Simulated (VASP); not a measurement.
## Si: electric field gradients with HSE06

**Experimental background.**

From “Dopant-enhanced solid phase epitaxy in buried amorphous silicon layers”, 2010, arxiv:1007.5372, for a bulk crystal of Si at 0 K: band gap 1.1692 eV.

Si:

```
CELL_PARAMETERS angstrom
5.42712 0.00000 0.00000
0.00000 5.42712 0.00000
0.00000 0.00000 5.42712
ATOMIC_POSITIONS crystal
Si 0.75000 0.75000 0.75000
Si 0.25000 0.25000 0.75000
Si 0.25000 0.75000 0.25000
Si 0.75000 0.25000 0.25000
Si 0.50000 0.50000 0.50000
Si 0.00000 0.00000 0.50000
Si 0.00000 0.50000 0.00000
Si 0.50000 0.00000 0.00000
```

```yaml
Program: VASP 6.6.1
Task: electric field gradients
Functional: HSE06
Potentials_or_basis: VASP PAW PBE potentials, release 64 (Si)
Cutoff: 520 eV
k_mesh: 3 × 3 × 3
Occupations: gaussian, width 0.01 eV
Spin: no spin polarisation
Dipole_correction: no
Grid_for_exact_exchange_PRECFOCK: Fast
Further_INCAR_settings: ALGO = Normal; EDIFF = 1e-08; NBANDS = 26
Screening_parameter: 0.2079 1/Å
```

```yaml
Pressure: 0.5 GPa
Band_gap_on_the_k_mesh: 1.29 eV
```

Levels at points of the mesh, in eV from the valence-band top:
```
           k point  band 14  band 15  band 16  band 17  band 18  band 19
(0.00, 0.00, 0.00)     0.00     0.00     0.00     1.29     1.29     1.29
```

Run time: 3.2 min on 1 thread of Intel(R) Xeon(R) 6975P-C (Granite Rapids), on a shared host, peak memory 0.33 GiB.

A measured gap of Si is 1.1692 eV (0 K; quoted in “Dopant-enhanced solid phase epitaxy in buried amorphous silicon layers”, 2010, arxiv:1007.5372); the calculated 1.29 eV misses it by +0.12 eV. 2 values of this kind are on record (1.1 to 1.1692 eV); this one was drawn at random. The value is that of HSE06 on a finite k mesh, which can miss the band edges, without temperature or zero-point motion.

Caveat: without QUAD_EFG the Cq values of the log hold for a quadrupole moment of 1 mb, not for the nuclei; the PAW data sets were made with another functional, which shifts forces and pressure a little.
